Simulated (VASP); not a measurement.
Input of a VASP 6.6.1 run:

Contents of INCAR:

```
PREC = Accurate ; ENCUT = 520
EDIFF = 1E-6 ; ISMEAR = 1
SIGMA = 0.15 ; LREAL = False
LASPH = True ; NELM = 120
ALGO = Normal ; ISIF = 2
LWAVE = False ; LCHARG = False
GGA = PS ; NBANDS = 79
GGA_COMPAT = False
```

The input KPOINTS:

```
Automatic mesh
0
Gamma
  3 3 3
```

POSCAR

```
Ta7NbN8
1.0
    0.0000000000      4.3580000000      4.3580000000
    4.3580000000      0.0000000000      4.3580000000
    4.3580000000      4.3580000000      0.0000000000
Nb N Ta
1 8 7
Direct
    0.2500000000      0.2500000000      0.2500000000
    0.0000000000      0.0000000000      0.0000000000
    0.0000000000      0.0000000000      0.5000000000
    0.0000000000      0.5000000000      0.0000000000
    0.0000000000      0.5000000000      0.5000000000
    0.5000000000      0.0000000000      0.0000000000
    0.5000000000      0.0000000000      0.5000000000
    0.5000000000      0.5000000000      0.0000000000
    0.5000000000      0.5000000000      0.5000000000
    0.2500000000      0.2500000000      0.7500000000
    0.2500000000      0.7500000000      0.2500000000
    0.2500000000      0.7500000000      0.7500000000
    0.7500000000      0.2500000000      0.2500000000
    0.7500000000      0.2500000000      0.7500000000
    0.7500000000      0.7500000000      0.2500000000
    0.7500000000      0.7500000000      0.7500000000
```

Potentials or basis: VASP PAW PBE potentials, release 64 (Nb_sv, N, Ta_pv).

Launch:

```sh
$ cat potpaw_PBE.64/Nb_sv/POTCAR potpaw_PBE.64/N/POTCAR potpaw_PBE.64/Ta_pv/POTCAR > POTCAR
$ mpirun -np 1 vasp_std > vasp.out
```

(1) Estimate the band gap on the k mesh.

(2) Predict the pressure.

Results:

(1) zero (bands 65 and 66 overlap by 1.07 eV).

(2) 5.9 GPa.

Caveat: the k points lie up to 0.42 Å⁻¹ apart, too coarse for converged energies and pressures of a metal; the PAW data sets were made with another functional, which shifts forces and pressure a little; spin-orbit coupling is left out, which moves the levels of the heavy elements.
